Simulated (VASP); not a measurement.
# Yb3InC (Pm-3m) in VASP: notebook, part 2 of 2

VASP 6.6.1. Earlier steps stand in the parts before.

## 3. Single point, PBE

INCAR reads:

```
PREC = Accurate ; ENCUT = 520
EDIFF = 1E-7 ; ISMEAR = 0
SIGMA = 0.1 ; LREAL = F
LASPH = T ; NELM = 80
ALGO = Normal ; ISIF = 2
LWAVE = F ; LCHARG = F
GGA = PE ; NBANDS = 52
```

KPOINTS reads:

```
regular mesh
0
Gamma
  5 5 5
```

POSCAR reads:

```
Yb3InC
1.0
    5.0632500000      0.0000000000      0.0000000000
    0.0000000000      5.0632500000      0.0000000000
    0.0000000000      0.0000000000      5.0632500000
Yb In C
3 1 1
Direct
    0.5000000000      0.0000000000      0.5000000000
    0.0000000000      0.5000000000      0.5000000000
    0.5000000000      0.5000000000      0.0000000000
    0.0000000000      0.0000000000      0.0000000000
    0.5000000000      0.5000000000      0.5000000000
```

Potentials or basis: VASP PAW PBE potentials, release 64 (Yb, In_d, C).

Launch:

```sh
cat potpaw_PBE.64/Yb/POTCAR potpaw_PBE.64/In_d/POTCAR potpaw_PBE.64/C/POTCAR > POTCAR
mpirun -np 1 vasp_std > vasp.out
```

OUTCAR:

```text
PREC = Accurate
   ENCUT = 520
   EDIFF = 1E-7
   ISMEAR = 0
   LREAL = F
   LASPH = T
   NELM = 80
   ISIF = 2
   GGA = PE

 ion  position               nearest neighbor table
   1  0.500  0.000  0.500-   5 2.53   5 2.53   4 3.58   2 3.58   3 3.58   4 3.58   2 3.58   3 3.58
                             3 3.58   3 3.58   2 3.58   4 3.58   4 3.58   2 3.58
   2  0.000  0.500  0.500-   5 2.53   5 2.53   4 3.58   1 3.58   3 3.58   4 3.58   1 3.58   4 3.58
                             4 3.58   1 3.58   3 3.58   3 3.58   3 3.58   1 3.58
[... 743 lines left out ...]
  -------------------------------------------------------------------------------------
  Total       -3.0350509     -3.0350509     -3.0350509      0.0000000      0.0000000      0.0000000
  in kB      -37.4617837    -37.4617837    -37.4617837      0.0000000      0.0000000      0.0000000
  external PRESSURE =     -37.4617837 kB  Pullay stress =       0.0000000 kB

 VOLUME and BASIS-vectors are now :
 -----------------------------------------------------------------------------
  energy-cutoff  :      520.00
  volume of cell :      129.80
      direct lattice vectors                 reciprocal lattice vectors
     5.063250000  0.000000000  0.000000000     0.197501605  0.000000000  0.000000000
     0.000000000  5.063250000  0.000000000     0.000000000  0.197501605  0.000000000
     0.000000000  0.000000000  5.063250000     0.000000000  0.000000000  0.197501605

 POSITION                                       TOTAL-FORCE (eV/Angst)
 -----------------------------------------------------------------------------------
      2.53163      0.00000      2.53163         0.000000      0.000000      0.000000
      0.00000      2.53163      2.53163         0.000000      0.000000      0.000000
      2.53163      2.53163      0.00000         0.000000      0.000000      0.000000
      0.00000      0.00000      0.00000         0.000000      0.000000      0.000000
      2.53163      2.53163      2.53163         0.000000      0.000000      0.000000
 -----------------------------------------------------------------------------------
    total drift:                               -0.000000     -0.000000     -0.000000

  FREE ENERGIE OF THE ION-ELECTRON SYSTEM (eV)
  ---------------------------------------------------
  free  energy   TOTEN  =       -23.3714816259 eV

  energy  without entropy=      -23.3087661173  energy(sigma->0) =      -23.34012387
```

stdout:

```text
POSCAR found type information on POSCAR YbInC
 POSCAR found :  3 types and       5 ions
 scaLAPACK will be used
 LDA part: xc-table for (Slater+PW92), standard interpolation
 POSCAR, INCAR and KPOINTS ok, starting setup
 FFT: planning ... GRIDC
 FFT: planning ... GRID_SOFT
 FFT: planning ... GRID
 WAVECAR not read
 entering main loop
```

Wall time 3.1 min (1 thread of Intel Xeon Platinum 8559C (Emerald Rapids), shared host); peak memory 0.29 GiB.

Results:

```
Free energy : -23.3715 eV
Pressure    : -3.7 GPa
```

Caveat: spin-orbit coupling is left out, which moves the levels of the heavy elements; without U or exact exchange the open f shell lies at the Fermi level, which spoils levels, moments and volumes.

## 4. Single point, PBE

INCAR reads:

```
SYSTEM = Yb3InC
ALGO     = Normal         ! electronic algorithm
EDIFF    = 1E-6           ! SCF threshold, eV
ENCUT    = 520            ! plane-wave cutoff, eV
GGA      = PE             ! functional
ISIF     = 2              ! what is computed and relaxed
ISMEAR   = 0              ! smearing method
LASPH    = .TRUE.         ! aspherical terms in the spheres
LCHARG   = .FALSE.        ! write CHGCAR
LREAL    = .FALSE.        ! projectors in reciprocal space
LWAVE    = .FALSE.        ! write WAVECAR
NBANDS   = 52             ! bands
NELM     = 80             ! most SCF steps
PREC     = Accurate       ! precision mode
SIGMA    = 0.05           ! smearing width, eV
```

KPOINTS reads:

```
k-points
0
G
  5 5 5
  0 0 0
```

POSCAR is that of step 3.

Launch:

```sh
cat potpaw_PBE.64/Yb/POTCAR potpaw_PBE.64/In_d/POTCAR potpaw_PBE.64/C/POTCAR > POTCAR
mpirun -np 1 vasp_std > vasp.out
```

It took 2.5 min on 1 thread of Intel Xeon Platinum 8559C (Emerald Rapids), shared host; peak memory 0.28 GiB.

It converged, with:

```yaml
Free_energy: -23.3482 eV
Pressure: -4.0 GPa
```

Levels at points of the mesh, in eV from the Fermi level:
| k point | band 40 | band 41 | band 42 | band 43 | band 44 | band 45 | band 46 | band 47 | band 48 | band 49 |
| --- | --- | --- | --- | --- | --- | --- | --- | --- | --- | --- |
| (0.00, 0.00, 0.00) | -0.27 | 0.09 | 0.09 | 0.09 | 0.13 | 0.13 | 1.18 | 1.18 | 1.18 | 2.05 |

Caveat: spin-orbit coupling is left out, which moves the levels of the heavy elements; without U or exact exchange the open f shell lies at the Fermi level, which spoils levels, moments and volumes. Spin polarisation is off, so any magnetic state and its effect on volume and gap are missing.

## 5. Single point, PBE

INCAR reads:

```
  ALGO = Normal
  EDIFF = 1E-6
  ENCUT = 520
  GGA = PE
  ISIF = 2
  ISMEAR = 0
  LASPH = T
  LCHARG = T
  LELF = T
  LREAL = F
  LVHAR = T
  LWAVE = F
  NBANDS = 52
  NELM = 100
  PREC = Accurate
  SIGMA = 0.025
```

KPOINTS reads:

```
k-points
0
Gamma
  5 5 5
```

POSCAR is that of step 4.

Launch:

```sh
cat potpaw_PBE.64/Yb/POTCAR potpaw_PBE.64/In_d/POTCAR potpaw_PBE.64/C/POTCAR > POTCAR
mpirun -np 1 vasp_std > vasp.out
```

Wall time 3.3 min (1 thread of Intel Xeon Platinum 8559C (Emerald Rapids), shared host); peak memory 0.29 GiB.

The run converged. Its results:

| Quantity | Value |
| --- | --- |
| Free energy | -23.3426 eV |
| Pressure | -4.5 GPa |

Levels at points of the mesh, in eV from the Fermi level:
| k point | band 40 | band 41 | band 42 | band 43 | band 44 | band 45 | band 46 | band 47 | band 48 | band 49 |
| --- | --- | --- | --- | --- | --- | --- | --- | --- | --- | --- |
| (0.00, 0.00, 0.00) | -0.26 | 0.09 | 0.09 | 0.09 | 0.14 | 0.14 | 1.19 | 1.19 | 1.19 | 2.06 |

Caveat: spin-orbit coupling is left out, which moves the levels of the heavy elements; without U or exact exchange the open f shell lies at the Fermi level, which spoils levels, moments and volumes. Spin polarisation is off, so any magnetic state and its effect on volume and gap are missing.

## 6. Summary

| smearing | gap on the mesh (eV) | pressure (GPa) |
| --- | --- | --- |
| gaussian 0.15 eV | none | -3.9 |
| gaussian 0.1 eV | none | -3.7 |
| gaussian 0.05 eV | none | -4.0 |
| gaussian 0.025 eV | none | -4.5 |

Alike in all rows: task single point; level PBE; potentials or basis VASP PAW PBE potentials, release 64 (Yb, In_d, C); no spin polarisation; cell as given; k mesh 5 × 5 × 5; cutoff (eV) 520.

Every run on the cell as given and a fine mesh finds a metal.

Caveats: spin-orbit coupling is left out, which moves the levels of the heavy elements; without U or exact exchange the open f shell lies at the Fermi level, which spoils levels, moments and volumes.

Total energies depend on the potentials used, so only differences within one code and one set of settings carry meaning.
